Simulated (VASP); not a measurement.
# Si2Ni (Fm-3m) in VASP: further runs

Si2Ni is run at these levels: PBE+D3(BJ); tasks: single point, relaxation of cell and atoms.

Everything below comes from runs of VASP 6.6.1. Logs are shortened: lines on timing, memory, paths and dates and some standing lists are left out, and cuts for length are marked.

## Step 1: The cell of the first run

Symmetry: Fm-3m, No. 225, cubic system. The conventional cell has a = 5.386 Å, b = 5.386 Å, c = 5.386 Å, α = 90.00°, β = 90.00°, γ = 90.00°. Within 3.1 Å of Si (site symmetry -43m) lie 4 Ni at 2.33 Å and 6 Si at 2.69 Å. Within 3.1 Å of Ni (site symmetry m-3m) lie 8 Si at 2.33 Å.

## Step 2: Single point, PBE+D3(BJ)

File INCAR:

```
PREC = Accurate
ENCUT = 520
EDIFF = 1E-6
ISMEAR = 0
SIGMA = 0.1
LREAL = False
LASPH = True
NELM = 100
ALGO = Normal
ISIF = 2
LWAVE = False
LCHARG = True
GGA = PE
IVDW = 12
LELF = True
LVHAR = True
NBANDS = 16
```

File KPOINTS:

```
Automatic mesh
0
Gamma
  6 6 6
```

File POSCAR:

```
Si2Ni
1.0
    0.0000000000      2.6931550500      2.6931550500
    2.6931550500      0.0000000000      2.6931550500
    2.6931550500      2.6931550500      0.0000000000
Si Ni
2 1
Direct
    0.2500000000      0.2500000000      0.2500000000
    0.7500000000      0.7500000000      0.7500000000
    0.0000000000      0.0000000000      0.0000000000
```

Potentials or basis: VASP PAW PBE potentials, release 64 (Si, Ni).

The run is started by

```sh
$ cat potpaw_PBE.64/Si/POTCAR potpaw_PBE.64/Ni/POTCAR > POTCAR
$ mpirun -np 1 vasp_std > vasp.out
```

OUTCAR:

```text
PREC = Accurate
   ENCUT = 520
   EDIFF = 1E-6
   ISMEAR = 0
   LREAL = False
   LASPH = True
   NELM = 100
   ISIF = 2
   GGA = PE
   IVDW = 12
 IVDW          = 12

 ion  position               nearest neighbor table
   1  0.250  0.250  0.250-   3 2.33   3 2.33   3 2.33   3 2.33   2 2.69   2 2.69   2 2.69   2 2.69
                             2 2.69   2 2.69
   2  0.750  0.750  0.750-   3 2.33   3 2.33   3 2.33   3 2.33   1 2.69   1 2.69   1 2.69   1 2.69
                             1 2.69   1 2.69
   3  0.000  0.000  0.000-   1 2.33   2 2.33   2 2.33   2 2.33   2 2.33   1 2.33   1 2.33   1 2.33

  LATTYP: Found a face centered cubic cell.
 ALAT       =     5.3863101000

  Lattice vectors:

 A1 = (   0.0000000000,   2.6931550500,   2.6931550500)
 A2 = (   2.6931550500,   0.0000000000,   2.6931550500)
 A3 = (   2.6931550500,   2.6931550500,   0.0000000000)

Analysis of symmetry for initial positions (statically):
=====================================================================
 Subroutine PRICEL returns:
 Original cell was already a primitive cell.

 Routine SETGRP: Setting up the symmetry group for a
 face centered cubic supercell.

 Subroutine GETGRP returns: Found 48 space group operations
 (whereof 48 operations were pure point group operations)
 out of a pool of 48 trial point group operations.

The static configuration has the point symmetry O_h .

Analysis of symmetry for dynamics (positions and initial velocities):
=====================================================================
 Subroutine PRICEL returns:
 Original cell was already a primitive cell.

 Routine SETGRP: Setting up the symmetry group for a
 face centered cubic supercell.

 Subroutine GETGRP returns: Found 48 space group operations
 (whereof 48 operations were pure point group operations)
 out of a pool of 48 trial point group operations.

The dynamic configuration has the point symmetry O_h .

 Subroutine INISYM returns: Found 48 space group operations
 (whereof 48 operations are pure point group operations),
 and found     1 'primitive' translations

----------------------------------------------------------------------------------------

                                     Primitive cell

  volume of cell :      39.0674

  direct lattice vectors                    reciprocal lattice vectors
     0.000000000  2.693155050  2.693155050    -0.185655854  0.185655854  0.185655854
     2.693155050  0.000000000  2.693155050     0.185655854 -0.185655854  0.185655854
     2.693155050  2.693155050  0.000000000     0.185655854  0.185655854 -0.185655854

  length of vectors
     3.808696397  3.808696397  3.808696397     0.321565371  0.321565371  0.321565371

  position of ions in fractional coordinates (direct lattice)
     0.250000000  0.250000000  0.250000000
     0.750000000  0.750000000  0.750000000
     0.000000000  0.000000000  0.000000000

  ion indices of the primitive-cell ions
   primitive index   ion index
                 1           1
                 2           2
                 3           3

----------------------------------------------------------------------------------------

 KPOINTS: Automatic mesh

Automatic generation of k-mesh.
 Grid dimensions read from file:
 generate k-points for:    6    6    6

 Generating k-lattice:

  Cartesian coordinates                     Fractional coordinates (reciprocal lattice)
    -0.030942642  0.030942642  0.030942642     0.166666667  0.000000000  0.000000000
     0.030942642 -0.030942642  0.030942642     0.000000000  0.166666667  0.000000000
     0.030942642  0.030942642 -0.030942642     0.000000000  0.000000000  0.166666667

  Length of vectors
     0.053594229  0.053594229  0.053594229

  Shift w.r.t. Gamma in fractional coordinates (k-lattice)
     0.000000000  0.000000000  0.000000000

 Subroutine IBZKPT returns following result:
 ===========================================

 Found     16 irreducible k-points:

 Following reciprocal coordinates:
            Coordinates               Weight
  0.000000  0.000000  0.000000      1.000000
  0.166667  0.000000  0.000000      8.000000
  0.333333  0.000000  0.000000      8.000000
  0.500000  0.000000  0.000000      4.000000
  0.166667  0.166667  0.000000      6.000000
  0.333333  0.166667  0.000000     24.000000
[... 8 lines left out ...]
 -0.333333  0.333333  0.166667     24.000000
 -0.333333  0.500000  0.166667     12.000000
   k-points           NKPTS =     16   k-points in BZ     NKDIM =     16   number of bands    NBANDS=     16
   number of dos      NEDOS =    301   number of ions     NIONS =      3
   total plane-waves  NPLWV =  21952
   dimension x,y,z NGX =    28 NGY =   28 NGZ =   28
   dimension x,y,z NGXF=    56 NGYF=   56 NGZF=   56
   ions per type =               2   1
   NGX,Y,Z   is equivalent  to a cutoff of  12.22, 12.22, 12.22 a.u.
   NGXF,Y,Z  is equivalent  to a cutoff of  24.44, 24.44, 24.44 a.u.
 SYSTEM =  unknown system
   PREC   = accura    normal or accurate (medium, high low for compatibility)
   ISTART =      0    job   : 0-new  1-cont  2-samecut
   ICHARG =      2    charge: 1-file 2-atom 10-const
   ISPIN  =      1    spin polarized calculation?
   LNONCOLLINEAR =      F non collinear calculations
   LSORBIT =      F    spin-orbit coupling
   LASPH  =      T    aspherical Exc in radial PAW
   ENCUT  =  520.0 eV  38.22 Ry    6.18 a.u.   7.08  7.08  7.08*2*pi/ulx,y,z
   NELM   =    100;   NELMIN=  2; NELMDL= -5     # of ELM steps
   EDIFF  = 0.1E-05   stopping-criterion for ELM
   LREAL  =      F    real-space projection
   EDIFFG = 0.1E-04   stopping-criterion for IOM
   NSW    =      0    number of steps for IOM
   IBRION =     -1    ionic relax: 0-MD 1-quasi-New 2-CG
   NFREE  =      0    steps in history (QN), initial steepest desc. (CG)
   ISIF   =      2    stress and relaxation
   ISYM   =      2    0-nonsym 1-usesym 2-fastsym
   POTIM  = 0.5000    time-step for ionic-motion
   TEBEG  =    0.0;   TEEND  =   0.0 temperature during run
   PSTRESS=    0.0 pullay stress
   NELECT =      18.0000    total number of electrons
   NUPDOWN=      -1.0000    fix difference up-down
   EMIN   =  10.00;   EMAX   =-10.00  energy-range for DOS
   EFERMI =   0.00;   METHOD = LEGACY
   ISMEAR =     0;   SIGMA  =   0.10  broadening in eV -4-tet -1-fermi 0-gaus
   EFERMI_NEDOS =   21; number of points for ismear=-14 and -15
   IALGO  =     38    algorithm
   IMIX   =      4    mixing-type and parameters
     AMIX     =   0.40;   BMIX     =  1.00
     AMIX_MAG =   1.60;   BMIX_MAG =  1.00
  volume/ion in A,a.u.               =      13.02        87.88
  Fermi-wavevector in a.u.,A,eV,Ry     =   1.264429  2.389424 21.752718  1.598780
  Thomas-Fermi vector in A             =   2.397734
   LORBIT       =      0    0 simple, 1 ext, 2 COOP (PROOUT), +10 PAW based schemes
   GGA     = PE    functional components
   LHFCALC =     F    Hartree Fock is set to
   AEXX    =    0.0000 exact exchange contribution
   IVDW    =    12    specifies the selected vdW correction
   LEPSILON=     F    determine dielectric tensor
   LRPA    =     F    only Hartree local field effects (RPA)
 non-spin polarized calculation
 Gauss-broadening in eV      SIGMA  =   0.10
  energy-cutoff  :      520.00
  volume of cell :       39.07
 maximum number of plane-waves:      1067
   NGX = 15   NGY = 15   NGZ = 15

 number of electron      17.9999994 magnetization

 Free energy of the ion-electron system (eV)
  ---------------------------------------------------
  ext. energy  EPLUGINS =         0.00000000
  ---------------------------------------------------
  free energy    TOTEN  =       -17.34751070 eV

  energy without entropy =      -17.34078181  energy(sigma->0) =      -17.34414625

 E-fermi :  10.6818     XC(G=0): -11.6370

 val. band max:       10.6680545307   @ k =   0.1667   0.1667   0.0000
 cond. band min:      10.9717831582   @ k =   0.3333   0.1667   0.0000
 fundamental gap:      0.3037286275
 Fermi energy:        10.6818111927

 k-point     1 :       0.0000    0.0000    0.0000
  band No.  band energies     occupation
      1      -3.3416      2.00000
      2       5.3552      2.00000
      3       5.3552      2.00000
      4       5.3552      2.00000
      5       7.0654      2.00000
      6       7.0654      2.00000
[... 8 lines left out ...]
     15      15.3657      0.00000
     16      15.3657      0.00000

 k-point     2 :       0.1667    0.0000    0.0000
  band No.  band energies     occupation
      1      -2.9279      2.00000
      2       4.5565      2.00000
      3       5.4796      2.00000
      4       5.4796      2.00000
      5       7.0032      2.00000
      6       7.0032      2.00000
[... 8 lines left out ...]
     15      15.0434      0.00000
     16      15.5977      0.00000

 k-point     3 :       0.3333    0.0000    0.0000
  band No.  band energies     occupation
      1      -1.7183      2.00000
      2       2.5643      2.00000
      3       5.7053      2.00000
      4       5.7053      2.00000
      5       7.0434      2.00000
      6       7.0434      2.00000
[... 8 lines left out ...]
     15      17.3985      0.00000
     16      18.1249      0.00000

 k-point     4 :       0.5000    0.0000    0.0000
  band No.  band energies     occupation
      1      -0.0777      2.00000
      2       0.5169      2.00000
      3       5.7792      2.00000
      4       5.7792      2.00000
      5       6.8705      2.00000
      6       7.2574      2.00000
[... 8 lines left out ...]
     15      19.8517      0.00000
     16      20.7049      0.00000

 k-point     5 :       0.1667    0.1667    0.0000
  band No.  band energies     occupation
      1      -2.7902      2.00000
      2       4.6668      2.00000
      3       5.4127      2.00000
      4       5.4127      2.00000
      5       6.6927      2.00000
      6       7.1661      2.00000
[... 8 lines left out ...]
     15      16.4537      0.00000
     16      16.4537      0.00000

 k-point     6 :       0.3333    0.1667    0.0000
  band No.  band energies     occupation
      1      -1.8462      2.00000
      2       3.4043      2.00000
      3       5.5655      2.00000
      4       5.5751      2.00000
      5       6.3354      2.00000
      6       7.2518      2.00000
[... 8 lines left out ...]
     15      18.6856      0.00000
     16      18.9563      0.00000

 k-point     7 :       0.5000    0.1667    0.0000
  band No.  band energies     occupation
      1      -0.2032      2.00000
      2       1.3014      2.00000
      3       5.3069      2.00000
      4       5.8201      2.00000
      5       6.2517      2.00000
      6       7.0924      2.00000
[... 8 lines left out ...]
     15      20.1112      0.00000
     16      20.6914      0.00000

 k-point     8 :      -0.3333    0.1667    0.0000
  band No.  band energies     occupation
      1      -0.8108      2.00000
      2       1.9915      2.00000
      3       5.0138      2.00000
      4       6.0266      2.00000
      5       6.6937      2.00000
      6       6.7373      2.00000
[... 8 lines left out ...]
     15      17.5510      0.00000
     16      19.7832      0.00000

 k-point     9 :      -0.1667    0.1667    0.0000
  band No.  band energies     occupation
      1      -2.2482      2.00000
      2       3.7519      2.00000
      3       5.2038      2.00000
      4       5.8041      2.00000
      5       6.7169      2.00000
      6       7.1472      2.00000
[... 8 lines left out ...]
     15      16.3651      0.00000
     16      18.7487      0.00000

 k-point    10 :       0.3333    0.3333    0.0000
  band No.  band energies     occupation
      1      -1.1878      2.00000
      2       3.6612      2.00000
      3       4.9151      2.00000
      4       5.6685      2.00000
      5       5.6685      2.00000
      6       7.3731      2.00000
[... 8 lines left out ...]
     15      18.0870      0.00000
     16      20.7915      0.00000

 k-point    11 :       0.5000    0.3333    0.0000
  band No.  band energies     occupation
      1       0.1516      2.00000
      2       2.6186      2.00000
      3       3.6645      2.00000
      4       5.6217      2.00000
      5       5.9374      2.00000
      6       7.0315      2.00000
[... 8 lines left out ...]
     15      20.6352      0.00000
     16      21.1787      0.00000

 k-point    12 :      -0.3333    0.3333    0.0000
  band No.  band energies     occupation
      1       0.7671      2.00000
      2       1.5498      2.00000
      3       3.5314      2.00000
      4       5.8002      2.00000
      5       6.2369      2.00000
      6       6.6360      2.00000
[... 8 lines left out ...]
     15      18.4378      0.00000
     16      19.0788      0.00000

 k-point    13 :       0.5000    0.5000    0.0000
  band No.  band energies     occupation
      1       0.6965      2.00000
      2       2.4913      2.00000
      3       3.2599      2.00000
      4       6.0354      2.00000
      5       6.0354      2.00000
      6       6.9830      2.00000
[... 8 lines left out ...]
     15      20.5171      0.00000
     16      21.7271      0.00000

 k-point    14 :       0.5000    0.3333    0.1667
  band No.  band energies     occupation
      1      -0.6788      2.00000
      2       2.6907      2.00000
      3       4.7311      2.00000
      4       5.3343      2.00000
      5       6.1947      2.00000
      6       6.9232      2.00000
[... 8 lines left out ...]
     15      19.2387      0.00000
     16      19.9489      0.00000

 k-point    15 :      -0.3333    0.3333    0.1667
  band No.  band energies     occupation
      1       0.9378      2.00000
      2       1.2318      2.00000
      3       4.4396      2.00000
      4       4.5651      2.00000
      5       6.4603      2.00000
      6       6.9441      2.00000
[... 8 lines left out ...]
     15      17.9887      0.00000
     16      21.7707      0.00000

 k-point    16 :      -0.3333    0.5000    0.1667
  band No.  band energies     occupation
      1       1.1260      2.00000
      2       2.2860      2.00000
      3       3.0001      2.00000
      4       4.4937      2.00000
      5       6.6294      2.00000
      6       6.9469      2.00000
[... 8 lines left out ...]
     15      20.2056      0.00000
     16      21.4571      0.00000

------------------------ aborting loop because EDIFF is reached ----------------------------------------

 Edisp (eV)   -1.35032

 E8    (eV) :    -0.5660

  FORCE on cell =-STRESS in cart. coord.  units (eV):
  Direction    XX          YY          ZZ          XY          YZ          ZX
  --------------------------------------------------------------------------------------
  -------------------------------------------------------------------------------------
  Total      -0.01128    -0.01128    -0.01128     0.00000     0.00000    -0.00000
  in kB      -0.46240    -0.46240    -0.46240     0.00000     0.00000    -0.00000
  external pressure =       -0.46 kB  Pullay stress =        0.00 kB

 VOLUME and BASIS-vectors are now :
 -----------------------------------------------------------------------------
  energy-cutoff  :      520.00
  volume of cell :       39.07
      direct lattice vectors                 reciprocal lattice vectors
     0.000000000  2.693155050  2.693155050    -0.185655854  0.185655854  0.185655854
     2.693155050  0.000000000  2.693155050     0.185655854 -0.185655854  0.185655854
     2.693155050  2.693155050  0.000000000     0.185655854  0.185655854 -0.185655854

 POSITION                                       TOTAL-FORCE (eV/Angst)
 -----------------------------------------------------------------------------------
      1.34658      1.34658      1.34658         0.000000      0.000000     -0.000000
      4.03973      4.03973      4.03973        -0.000000     -0.000000      0.000000
      0.00000      0.00000      0.00000         0.000000     -0.000000      0.000000
 -----------------------------------------------------------------------------------
    total drift:                               -0.000000     -0.000000      0.000000

  FREE ENERGIE OF THE ION-ELECTRON SYSTEM (eV)
  ---------------------------------------------------
  free  energy   TOTEN  =       -18.6978291397 eV

  energy  without entropy=      -18.6911002519  energy(sigma->0) =      -18.69446470
```

It took 10 s on 1 thread of Intel Xeon Platinum 8488C (Sapphire Rapids), shared host; peak memory 0.16 GiB.

What came out:

```
Free energy                : -18.6978 eV
Pressure                   : 0.0 GPa
Band gap on the k mesh     : zero (band 9 reaches 12.34 eV, above the bottom of band 10 at 10.23 eV)
Dispersion energy per atom : -0.450 eV
```

Levels at points of the mesh, in eV from the Fermi level:
```
           k point  band 5  band 6  band 7  band 8  band 9  band 10  band 11  band 12  band 13  band 14
(0.00, 0.00, 0.00)   -3.62   -3.62   -0.28    1.66    1.66     1.66     2.20     2.20     2.20     4.68
(0.50, 0.00, 0.00)   -3.81   -3.42   -3.42   -1.54   -1.54     1.74     1.75     1.75     2.62     9.17
(0.50, 0.50, 0.00)   -4.65   -3.70   -3.70   -3.54   -3.20    -0.45     1.33     7.66     8.33     8.33
```

Caveat: pairwise dispersion overbinds metals, which lowers pressure and volume. Spin polarisation is off, so any magnetic state and its effect on volume and gap are missing.

(Part 1 of 2 ends here.)
